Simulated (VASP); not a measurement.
Write the native input for VASP 6.6.1 that does the following.

```
Task                   : relaxation of cell and atoms
Functional             : BLYP
Potentials or basis    : VASP PAW PBE potentials, release 64 (Na_pv)
Cutoff                 : 600 eV
k mesh                 : 9 × 9 × 9
Occupations            : fermi-dirac, width 0.1 eV
Spin                   : no spin polarisation
Dipole correction      : no
Further INCAR settings : ALGO = Normal; EDIFF = 1e-06; IBRION = 2; EDIFFG = -0.01; NSW = 80; ISIF = 3
```

The structure of Na lies in POSCAR:

```
Na
1.0
    3.4405243290      0.0000000000      0.0000000000
    0.0000000000      3.4405243290      0.0000000000
    0.0000000000      0.0000000000      3.4405243290
Na
1
Direct
    0.0000000000      0.0000000000      0.0000000000
```

One way to write it, as run:

INCAR

```
SYSTEM = Na
PREC     = Accurate       ! precision mode
ENCUT    = 600            ! plane-wave cutoff, eV
EDIFF    = 1E-6           ! SCF threshold, eV
ISMEAR   = -1             ! smearing method
SIGMA    = 0.1            ! smearing width, eV
LREAL    = .False.        ! projectors in reciprocal space
LASPH    = .True.         ! aspherical terms in the spheres
NELM     = 100            ! most SCF steps
ALGO     = Normal         ! electronic algorithm
ISIF     = 3              ! what is computed and relaxed
LWAVE    = .False.        ! write WAVECAR
LCHARG   = .False.        ! write CHGCAR
GGA      = B5             ! functional
ALDAX    = 1.0          
AGGAX    = 1.0          
AGGAC    = 1.0          
ALDAC    = 0.0          
IBRION   = 2              ! ionic algorithm
NSW      = 80             ! ionic steps
EDIFFG   = -0.01          ! ionic threshold
```

KPOINTS

```
Automatic mesh
0
Gamma
  9 9 9
  0 0 0
```

Potentials or basis: VASP PAW PBE potentials, release 64 (Na_pv).

Command:

```sh
$ cat potpaw_PBE.64/Na_pv/POTCAR > POTCAR
$ mpirun -np 1 vasp_std > vasp.out
```

Results of the run:

```json
{
 "Relaxed volume": "41.03 Å³/atom",
 "Relaxed cell": "a = 3.449 Å, b = 3.449 Å, c = 3.449 Å, α = 90.00°, β = 90.00°, γ = 90.00°",
 "Space group after relaxing (to 0.05 Å)": "Pm-3m (No. 221)",
 "Energy gained by relaxing": "0.1 meV/atom",
 "Ionic steps": "3",
 "Pressure after relaxing": "0.0 GPa"
}
```

Caveat: the PAW data sets were made with another functional, which shifts forces and pressure a little.

It took 38 s on 1 thread of Intel Xeon 8259CL, on a shared host, peak memory 0.15 GiB.
